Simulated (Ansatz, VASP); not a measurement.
# Two plane-wave programs on ZrC

```
Zr C
1.0
    -0.01363    2.26523    2.25545
     2.25604   -0.01420    2.25601
     2.24617    2.25592   -0.00432
Zr C
1 1
Direct
  0.50966 0.51839 0.41355
  0.99034 0.98161 0.08645
```

Change from the starting cell: all atoms moved at random, cell strained at random.

Alike in both runs: task single point; functional PBE; k mesh 14 × 14 × 14; occupations gaussian, width 0.1 eV; no spin polarisation.

```csv
,VASP,Ansatz
version,VASP 6.6.1,Ansatz 0.2.0
potentials or method,"VASP PAW PBE potentials, release 64 (Zr_sv, C), cutoff 520 eV","scalar-relativistic, plane waves, PAW"
valence electrons in the cell,16,16
```

|  | VASP | Ansatz | Ansatz less VASP |
| --- | --- | --- | --- |
| gap on the k mesh at the Fermi level (eV) | 0.38 | 0.38 | -0.003 |
| least direct gap on the mesh (eV) | 0.71 | 0.71 | -0.001 |
| pressure (GPa) | 57.3 | 56.9 | -0.41 |
| traceless stress, the component that is largest in VASP (GPa) | -24.39 | -24.19 | +0.201 |
| rms of the force components (eV/Å) | 3.193 | 3.176 | -0.0170 |

Atom by atom the forces differ by 0.017 eV/Å (rms over components). Both programs put the cell under a high pressure, so it lies far from rest at this level.
